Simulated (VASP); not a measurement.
# AgB2 (P6/mmm) in VASP: a series of runs

The runs below take AgB2 through single point, with PBE-based screened hybrid with 25 % exact exchange.

Everything below comes from runs of VASP 6.6.1. Logs are shortened: lines on timing, memory, paths and dates and some standing lists are left out, and cuts for length are marked.

## Step 1: The cell of the first run

The structure is hexagonal, space group P6/mmm (No. 191). The conventional cell has a = 3.000 Å, b = 3.000 Å, c = 3.240 Å, α = 90.00°, β = 90.00°, γ = 120.00°. Within 3.1 Å of Ag (site symmetry 6/mmm) lie 12 B at 2.37 Å and 6 Ag at 3.00 Å. B (site symmetry -6m2) has 3 B at 1.73 Å and 6 Ag at 2.37 Å within 2.4 Å.

## Step 2: Single point, PBE-based screened hybrid with 25 % exact exchange

File POSCAR:

```
AgB2
1.0
    3.0000000000      0.0000000000      0.0000000000
   -1.5000000000      2.5980762114      0.0000000000
    0.0000000000      0.0000000000      3.2400000000
Ag B
1 2
Direct
    0.0000000000      0.0000000000      0.0000000000
    0.6666666667      0.3333333333      0.5000000000
    0.3333333333      0.6666666667      0.5000000000
```

File INCAR.step1:

```
SYSTEM = AgB2
PREC = Accurate
ENCUT = 520
EDIFF = 1E-5
ISMEAR = -1
SIGMA = 0.05
LREAL = .FALSE.
LASPH = .TRUE.
NELM = 60
ALGO = Normal
ISIF = 2
LWAVE = .TRUE.
NBANDS = 16
GGA = PE
```

File INCAR.step2:

```
SYSTEM = AgB2
PREC = Accurate
ENCUT = 520
EDIFF = 1E-6
ISMEAR = -1
SIGMA = 0.05
LREAL = .FALSE.
LASPH = .TRUE.
NELM = 60
ALGO = Normal
ISIF = 2
LWAVE = .FALSE.
LCHARG = .TRUE.
GGA = PE
LHFCALC = .TRUE.
AEXX = 0.25
HFSCREEN = 0.2
PRECFOCK = Normal
LELF = .TRUE.
LVHAR = .TRUE.
NBANDS = 16
ISTART = 1
```

File KPOINTS:

```
Automatic mesh
0
G
  5 5 4
  0 0 0
```

Potentials or basis: VASP PAW PBE potentials, release 64 (Ag, B).

Run with:

```
> cat potpaw_PBE.64/Ag/POTCAR potpaw_PBE.64/B/POTCAR > POTCAR
> cp INCAR.step1 INCAR
> mpirun -np 1 vasp_std > vasp.out
> cp INCAR.step2 INCAR
> mpirun -np 1 vasp_std > vasp.out
```

OUTCAR:

```text
SYSTEM = AgB2
   PREC = Accurate
   ENCUT = 520
   EDIFF = 1E-6
   ISMEAR = -1
   LREAL = .FALSE.
   LASPH = .TRUE.
   NELM = 60
   ISIF = 2
   GGA = PE
   LHFCALC = .TRUE.
   AEXX = 0.25
   HFSCREEN = 0.2
   PRECFOCK = Normal
   ISTART = 1

 ion  position               nearest neighbor table
   1  0.000  0.000  0.000-   2 2.37   3 2.37   2 2.37   3 2.37   2 2.37   2 2.37   3 2.37   3 2.37
                             2 2.37   2 2.37   3 2.37   3 2.37
   2  0.667  0.333  0.500-   3 1.73   3 1.73   3 1.73   1 2.37   1 2.37   1 2.37   1 2.37   1 2.37
                             1 2.37
   3  0.333  0.667  0.500-   2 1.73   2 1.73   2 1.73   1 2.37   1 2.37   1 2.37   1 2.37   1 2.37
                             1 2.37

  LATTYP: Found a hexagonal cell.
 ALAT       =     3.0000000000
 C/A-ratio  =     1.0800000000

  Lattice vectors:

 A1 = (   3.0000000000,   0.0000000000,   0.0000000000)
 A2 = (  -1.5000000000,   2.5980762114,   0.0000000000)
 A3 = (   0.0000000000,   0.0000000000,   3.2400000000)

Analysis of symmetry for initial positions (statically):
=====================================================================
 Subroutine PRICEL returns:
 Original cell was already a primitive cell.

 Routine SETGRP: Setting up the symmetry group for a
 hexagonal supercell.

 Subroutine GETGRP returns: Found 24 space group operations
 (whereof 24 operations were pure point group operations)
 out of a pool of 24 trial point group operations.

The static configuration has the point symmetry D_6h.

Analysis of symmetry for dynamics (positions and initial velocities):
=====================================================================
 Subroutine PRICEL returns:
 Original cell was already a primitive cell.

 Routine SETGRP: Setting up the symmetry group for a
 hexagonal supercell.

 Subroutine GETGRP returns: Found 24 space group operations
 (whereof 24 operations were pure point group operations)
 out of a pool of 24 trial point group operations.

The dynamic configuration has the point symmetry D_6h.

 Subroutine INISYM returns: Found 24 space group operations
 (whereof 24 operations are pure point group operations),
 and found     1 'primitive' translations

----------------------------------------------------------------------------------------

                                     Primitive cell

  volume of cell :      25.2533

  direct lattice vectors                    reciprocal lattice vectors
     3.000000000  0.000000000  0.000000000     0.333333333  0.192450090  0.000000000
    -1.500000000  2.598076211  0.000000000     0.000000000  0.384900179  0.000000000
     0.000000000  0.000000000  3.240000000     0.000000000  0.000000000  0.308641975

  length of vectors
     3.000000000  3.000000000  3.240000000     0.384900179  0.384900179  0.308641975

  position of ions in fractional coordinates (direct lattice)
     0.000000000  0.000000000  0.000000000
     0.666666667  0.333333333  0.500000000
     0.333333333  0.666666667  0.500000000

  ion indices of the primitive-cell ions
   primitive index   ion index
                 1           1
                 2           2
                 3           3

----------------------------------------------------------------------------------------

 KPOINTS: Automatic mesh

Automatic generation of k-mesh.
 Grid dimensions read from file:
 generate k-points for:    5    5    4

 Generating k-lattice:

  Cartesian coordinates                     Fractional coordinates (reciprocal lattice)
     0.066666667  0.038490018  0.000000000     0.200000000  0.000000000  0.000000000
     0.000000000  0.076980036  0.000000000     0.000000000  0.200000000  0.000000000
     0.000000000  0.000000000  0.077160494     0.000000000  0.000000000  0.250000000

  Length of vectors
     0.076980036  0.076980036  0.077160494

  Shift w.r.t. Gamma in fractional coordinates (k-lattice)
     0.000000000  0.000000000  0.000000000

 Subroutine IBZKPT returns following result:
 ===========================================

 Found     15 irreducible k-points:

 Following reciprocal coordinates:
            Coordinates               Weight
  0.000000  0.000000  0.000000      1.000000
  0.200000 -0.000000  0.000000      6.000000
  0.400000 -0.000000  0.000000      6.000000
  0.200000  0.200000  0.000000      6.000000
  0.400000  0.200000  0.000000      6.000000
  0.000000  0.000000  0.250000      2.000000
  0.200000 -0.000000  0.250000     12.000000
  0.400000 -0.000000  0.250000     12.000000
  0.200000  0.200000  0.250000     12.000000
  0.400000  0.200000  0.250000     12.000000
  0.000000  0.000000  0.500000      1.000000
  0.200000 -0.000000  0.500000      6.000000
  0.400000 -0.000000  0.500000      6.000000
  0.200000  0.200000  0.500000      6.000000
  0.400000  0.200000  0.500000      6.000000
   k-points           NKPTS =     15   k-points in BZ     NKDIM =    100   number of bands    NBANDS=     16
   number of dos      NEDOS =    301   number of ions     NIONS =      3
   total plane-waves  NPLWV =  13824
   dimension x,y,z NGX =    24 NGY =   24 NGZ =   24
   dimension x,y,z NGXF=    48 NGYF=   48 NGZF=   48
   ions per type =               1   2
   NGX,Y,Z   is equivalent  to a cutoff of  13.30, 13.30, 12.31 a.u.
   NGXF,Y,Z  is equivalent  to a cutoff of  26.60, 26.60, 24.63 a.u.
 SYSTEM =  AgB2
   PREC   = accura    normal or accurate (medium, high low for compatibility)
   ISTART =      1    job   : 0-new  1-cont  2-samecut
   ICHARG =      0    charge: 1-file 2-atom 10-const
   ISPIN  =      1    spin polarized calculation?
   LNONCOLLINEAR =      F non collinear calculations
   LSORBIT =      F    spin-orbit coupling
   LASPH  =      T    aspherical Exc in radial PAW
   ENCUT  =  520.0 eV  38.22 Ry    6.18 a.u.   5.58  5.58  6.02*2*pi/ulx,y,z
   NELM   =     60;   NELMIN=  2; NELMDL=  0     # of ELM steps
   EDIFF  = 0.1E-05   stopping-criterion for ELM
   LREAL  =      F    real-space projection
   EDIFFG = 0.1E-04   stopping-criterion for IOM
   NSW    =      0    number of steps for IOM
   IBRION =     -1    ionic relax: 0-MD 1-quasi-New 2-CG
   NFREE  =      0    steps in history (QN), initial steepest desc. (CG)
   ISIF   =      2    stress and relaxation
   ISYM   =      3    0-nonsym 1-usesym 2-fastsym
   POTIM  = 0.5000    time-step for ionic-motion
   TEBEG  =    0.0;   TEEND  =   0.0 temperature during run
   PSTRESS=    0.0 pullay stress
   NELECT =      17.0000    total number of electrons
   NUPDOWN=      -1.0000    fix difference up-down
   EMIN   =  10.00;   EMAX   =-10.00  energy-range for DOS
   EFERMI =   0.00;   METHOD = LEGACY
   ISMEAR =    -1;   SIGMA  =   0.05  broadening in eV -4-tet -1-fermi 0-gaus
   EFERMI_NEDOS =   21; number of points for ismear=-14 and -15
   IALGO  =     38    algorithm
   IMIX   =      1    mixing-type and parameters
     AMIX     =   0.40;   BMIX     =  1.00
     AMIX_MAG =   1.60;   BMIX_MAG =  1.00
  volume/ion in A,a.u.               =       8.42        56.81
  Fermi-wavevector in a.u.,A,eV,Ry     =   1.434779  2.711340 28.008838  2.058591
  Thomas-Fermi vector in A             =   2.554150
   LORBIT       =      0    0 simple, 1 ext, 2 COOP (PROOUT), +10 PAW based schemes
   GGA     = PE    functional components
   LHFCALC =     T    Hartree Fock is set to
   PRECFOCK=normal    Normal, Fast or Accurate (Low or Medium for compatibility)
   ENCUT4O =  -1.0   cutoff for four orbital integrals eV
   NKREDX  =     1    reduce k-point grid by
   NKREDY  =     1    reduce k-point grid by
   NKREDZ  =     1    reduce k-point grid by
   AEXX    =    0.2500 exact exchange contribution
   HFSCREEN=    0.2000 screening length (either q_TF or 0.3 A-1)
   HFSCREENC=   0.2000 screening length for correlation (either q_TF or 0.3 A-1)
   ENCUTFOCK=  -1.0 apply spherical cutoff to Coloumb kernel
   IVDW    =     0    specifies the selected vdW correction
   LEPSILON=     F    determine dielectric tensor
   LRPA    =     F    only Hartree local field effects (RPA)
 non-spin polarized calculation
  energy-cutoff  :      520.00
  volume of cell :       25.25
 maximum number of plane-waves:       698
 NGX is ok and might be reduce to    24
  NGX = 18; NGY = 18; NGZ = 20

 number of electron      16.9999992 magnetization

 Free energy of the ion-electron system (eV)
  ---------------------------------------------------
  ext. energy  EPLUGINS =         0.00000000
  ---------------------------------------------------
  free energy    TOTEN  =       -14.76561632 eV

  energy without entropy =      -14.75507484  energy(sigma->0) =      -14.76034558

 E-fermi :  10.2255     XC(G=0): -10.7992

 val. band max:       10.1774320535   @ k =   0.4000  -0.0000   0.2500
 cond. band min:      10.2875045758   @ k =   0.2000  -0.0000   0.5000
 fundamental gap:      0.1100725223
 Fermi energy:        10.2255298463

 k-point     1 :       0.0000    0.0000    0.0000
  band No.  band energies     occupation
      1      -5.7097      2.00000
      2       2.0741      2.00000
      3       2.6533      2.00000
      4       2.6533      2.00000
      5       4.3112      2.00000
      6       4.3112      2.00000
[... 8 lines left out ...]
     15      28.5876      0.00000
     16      30.7635      0.00000

 k-point     2 :       0.2000   -0.0000    0.0000
  band No.  band energies     occupation
      1      -4.8757      2.00000
      2       2.0182      2.00000
      3       2.3781      2.00000
      4       3.0778      2.00000
      5       3.1942      2.00000
      6       4.2053      2.00000
[... 8 lines left out ...]
     15      29.7873      0.00000
     16      31.3690      0.00000

 k-point     3 :       0.4000   -0.0000    0.0000
  band No.  band energies     occupation
      1      -2.6178      2.00000
      2       0.3231      2.00000
      3       2.1165      2.00000
      4       2.2223      2.00000
      5       4.0382      2.00000
      6       4.4651      2.00000
[... 8 lines left out ...]
     15      27.7973      0.00000
     16      28.4924      0.00000

 k-point     4 :       0.2000    0.2000    0.0000
  band No.  band energies     occupation
      1      -3.3100      2.00000
      2       1.1702      2.00000
      3       2.3588      2.00000
      4       2.4413      2.00000
      5       3.8026      2.00000
      6       3.9474      2.00000
[... 8 lines left out ...]
     15      26.7770      0.00000
     16      27.7512      0.00000

 k-point     5 :       0.4000    0.2000    0.0000
  band No.  band energies     occupation
      1      -0.8354      2.00000
      2      -0.4947      2.00000
      3       1.5651      2.00000
      4       2.3040      2.00000
      5       3.4029      2.00000
      6       4.8582      2.00000
[... 8 lines left out ...]
     15      25.9274      0.00000
     16      26.7209      0.00000

 k-point     6 :       0.0000    0.0000    0.2500
  band No.  band energies     occupation
      1      -4.8619      2.00000
      2       1.4378      2.00000
      3       2.9415      2.00000
      4       2.9415      2.00000
      5       3.9102      2.00000
      6       3.9102      2.00000
[... 8 lines left out ...]
     15      26.8357      0.00000
     16      30.6313      0.00000
[... 96 lines left out ...]
 k-point    12 :       0.2000   -0.0000    0.5000
  band No.  band energies     occupation
      1      -3.0704      2.00000
      2       0.7403      2.00000
      3       2.9116      2.00000
      4       2.9372      2.00000
      5       3.0433      2.00000
      6       3.7881      2.00000
[... 8 lines left out ...]
     15      24.8320      0.00000
     16      27.0895      0.00000

 k-point    13 :       0.4000   -0.0000    0.5000
  band No.  band energies     occupation
      1      -2.2067      2.00000
      2       1.4963      2.00000
      3       1.6681      2.00000
      4       2.1234      2.00000
      5       4.2648      2.00000
      6       4.7499      2.00000
[... 8 lines left out ...]
     15      27.2067      0.00000
     16      27.2412      0.00000

 k-point    14 :       0.2000    0.2000    0.5000
  band No.  band energies     occupation
      1      -2.3901      2.00000
      2       1.3850      2.00000
      3       2.2073      2.00000
      4       2.4027      2.00000
      5       3.0426      2.00000
      6       4.6962      2.00000
[... 8 lines left out ...]
     15      27.5991      0.00000
     16      28.2002      0.00000

 k-point    15 :       0.4000    0.2000    0.5000
  band No.  band energies     occupation
      1      -1.5577      2.00000
      2       0.0998      2.00000
      3       2.0020      2.00000
      4       3.0338      2.00000
      5       3.3730      2.00000
      6       4.7116      2.00000
[... 8 lines left out ...]
     15      27.5742      0.00000
     16      27.7815      0.00000

------------------------ aborting loop because EDIFF is reached ----------------------------------------

  FORCE on cell =-STRESS in cart. coord.  units (eV):
  Direction    XX          YY          ZZ          XY          YZ          ZX
  --------------------------------------------------------------------------------------
  -------------------------------------------------------------------------------------
  Total        6.1416002      6.1416002     12.2103475     -0.0000000      0.0000000      0.0000000
  in kB      389.6493634    389.6493634    774.6766286     -0.0000000      0.0000000      0.0000000
  external PRESSURE =     517.9917851 kB  Pullay stress =       0.0000000 kB

 VOLUME and BASIS-vectors are now :
 -----------------------------------------------------------------------------
  energy-cutoff  :      520.00
  volume of cell :       25.25
      direct lattice vectors                 reciprocal lattice vectors
     3.000000000  0.000000000  0.000000000     0.333333333  0.192450090  0.000000000
    -1.500000000  2.598076211  0.000000000     0.000000000  0.384900179  0.000000000
     0.000000000  0.000000000  3.240000000     0.000000000  0.000000000  0.308641975

 POSITION                                       TOTAL-FORCE (eV/Angst)
 -----------------------------------------------------------------------------------
      0.00000      0.00000      0.00000        -0.000000      0.000000      0.000000
      1.50000      0.86603      1.62000         0.000000     -0.000000      0.000000
     -0.00000      1.73205      1.62000         0.000000     -0.000000      0.000000
 -----------------------------------------------------------------------------------
    total drift:                                0.000000      0.000000     -0.000000

  FREE ENERGIE OF THE ION-ELECTRON SYSTEM (eV)
  ---------------------------------------------------
  free  energy   TOTEN  =       -14.7656163232 eV

  energy  without entropy=      -14.7550748357  energy(sigma->0) =      -14.76034558
```

It took 10 min on 1 thread of Intel Xeon Platinum 8375C at 2.90GHz (Ice Lake), shared host; peak memory 0.25 GiB.

Results:

* Free energy: -14.7656 eV
* Pressure: 51.8 GPa
* Band gap on the k mesh: zero (an odd number of electrons rules out a gap without spin polarisation)

Stress tensor (GPa, compression positive):
```
38.96  0.00  0.00
 0.00 38.96  0.00
 0.00  0.00 77.47
```

Caveat: the k points lie up to 0.48 Å⁻¹ apart, too coarse for converged energies and pressures of a metal; the PAW data sets were made with another functional, which shifts forces and pressure a little.

## Step 3: Single point, PBE-based screened hybrid with 25 % exact exchange

POSCAR is that of step 2.

File INCAR.step1:

```
PREC = Accurate ; ENCUT = 520
EDIFF = 1E-5 ; ISMEAR = -1
SIGMA = 0.05 ; LREAL = False
LASPH = True ; NELM = 80
ALGO = Normal ; ISIF = 2
LWAVE = True ; LCHARG = False
GGA = PE ; NBANDS = 16
```

File INCAR.step2:

```
PREC = Accurate ; ENCUT = 520
EDIFF = 1E-7 ; ISMEAR = -1
SIGMA = 0.05 ; LREAL = False
LASPH = True ; NELM = 80
ALGO = Normal ; ISIF = 2
LWAVE = False ; LCHARG = False
GGA = PE ; LHFCALC = True
AEXX = 0.25 ; HFSCREEN = 0.3
PRECFOCK = Normal ; ISTART = 1
NBANDS = 16
```

File KPOINTS:

```
Automatic mesh
0
Gamma
  5 5 4
```

Potentials or basis: VASP PAW PBE potentials, release 64 (Ag, B).

Run with:

```
> cat potpaw_PBE.64/Ag/POTCAR potpaw_PBE.64/B/POTCAR > POTCAR
> cp INCAR.step1 INCAR
> mpirun -np 1 vasp_std > vasp.out
> cp INCAR.step2 INCAR
> mpirun -np 1 vasp_std > vasp.out
```

It took 13 min on 1 thread of Intel Xeon Platinum 8375C at 2.90GHz (Ice Lake), shared host; peak memory 0.25 GiB.

Results (log left out):

```yaml
Free_energy: -14.4153 eV
Pressure: 52.2 GPa
Band_gap_on_the_k_mesh: zero (an odd number of electrons rules out a gap without spin polarisation)
```

Stress tensor (GPa, compression positive):
```
39.29  0.00  0.00
 0.00 39.29  0.00
 0.00  0.00 78.04
```

Levels at points of the mesh, in eV from the Fermi level:
```csv
k point,band 5,band 6,band 7,band 8,band 9,band 10,band 11,band 12
"(0.00, 0.00, 0.00)",-5.78,-5.78,-3.21,1.17,1.17,6.44,6.44,6.57
"(0.00, 0.00, 0.50)",-6.53,-6.53,-5.48,-0.20,-0.20,7.88,10.14,10.14
```

Caveat: the k points lie up to 0.48 Å⁻¹ apart, too coarse for converged energies and pressures of a metal; the PAW data sets were made with another functional, which shifts forces and pressure a little.

The gap in the log of VASP goes by the Fermi energy; the results here count the filled bands.